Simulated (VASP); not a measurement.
Write the native input for VASP 6.6.1 that does the following.

```yaml
Task: single point
Functional: PBEsol
Potentials_or_basis: VASP PAW PBE potentials, release 64 (Pd)
Cutoff: 520 eV
k_mesh: 8 × 8 × 8
Occupations: gaussian, width 0.1 eV
Spin: no spin polarisation
Dipole_correction: no
Further_INCAR_settings: ALGO = Fast; EDIFF = 1e-06; NBANDS = 50
```

The structure of Pd lies in POSCAR:

```
Pd
1.0
   -3.0849456921     -3.0849456921      3.0849456921
   -3.0849456921      3.0849456921     -3.0849456921
    3.0849456921     -3.0849456921     -3.0849456921
Pd
8
Direct
    0.5000000000      0.5000000000      0.5000000000
    0.0000000000      0.5000000000      0.5000000000
    0.5000000000      0.0000000000      0.5000000000
    0.0000000000      0.0000000000      0.5000000000
    0.5000000000      0.5000000000      0.0000000000
    0.0000000000      0.5000000000      0.0000000000
    0.5000000000      0.0000000000      0.0000000000
    0.0000000000      0.0000000000      0.0000000000
```

These files were run (other wordings do the same):

INCAR

```
PREC = Accurate ; ENCUT = 520
EDIFF = 1E-6 ; ISMEAR = 0
SIGMA = 0.1 ; LREAL = F
LASPH = T ; NELM = 100
ALGO = Fast ; ISIF = 2
LWAVE = F ; LCHARG = T
GGA = PS ; LELF = T
LVHAR = T ; NBANDS = 50
```

KPOINTS

```
regular mesh
0
Gamma
  8 8 8
```

Potentials or basis: VASP PAW PBE potentials, release 64 (Pd).

Run with:

```console
$ cat potpaw_PBE.64/Pd/POTCAR > POTCAR
$ mpirun -np 1 vasp_std > vasp.out
```

Results of the run:

| Property | Result |
| --- | --- |
| Pressure | -0.4 GPa |
| Band gap on the k mesh | zero (band 40 reaches 10.34 eV, above the bottom of band 41 at 9.40 eV) |

Caveat: the PAW data sets were made with another functional, which shifts forces and pressure a little.

It took 2.4 min on 1 thread of AMD EPYC 7R13 Processor (Zen 3), with other jobs on the host, peak memory 0.27 GiB.
